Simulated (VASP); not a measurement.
Here is a VASP 6.6.1 calculation.

File INCAR:

```
SYSTEM = Sb
PREC = Accurate ; ENCUT = 520
EDIFF = 1E-7 ; ISMEAR = 0
SIGMA = 0.1 ; LREAL = .False.
LASPH = .True. ; NELM = 80
ALGO = Normal ; ISIF = 2
LWAVE = .False. ; LCHARG = .False.
GGA = PE ; NBANDS = 14
```

KPOINTS

```
regular mesh
0
Gamma
  10 10 10
  0 0 0
```

File POSCAR:

```
Sb
1.0
    4.5770472098      0.0000000000      0.0000000000
    0.0000000000      4.5770472098      0.0000000000
    0.0000000000      0.0000000000      4.5770472098
Sb
3
Direct
    0.0000000000      0.0000000000      0.5000000000
    0.0000000000      0.5000000000      0.0000000000
    0.5000000000      0.0000000000      0.0000000000
```

Potentials or basis: VASP PAW PBE potentials, release 64 (Sb).

Command:

```sh
$ cat potpaw_PBE.64/Sb/POTCAR > POTCAR
$ mpirun -np 1 vasp_std > vasp.out
```

(1) Estimate the pressure.

Answers

(1) -0.1 GPa.
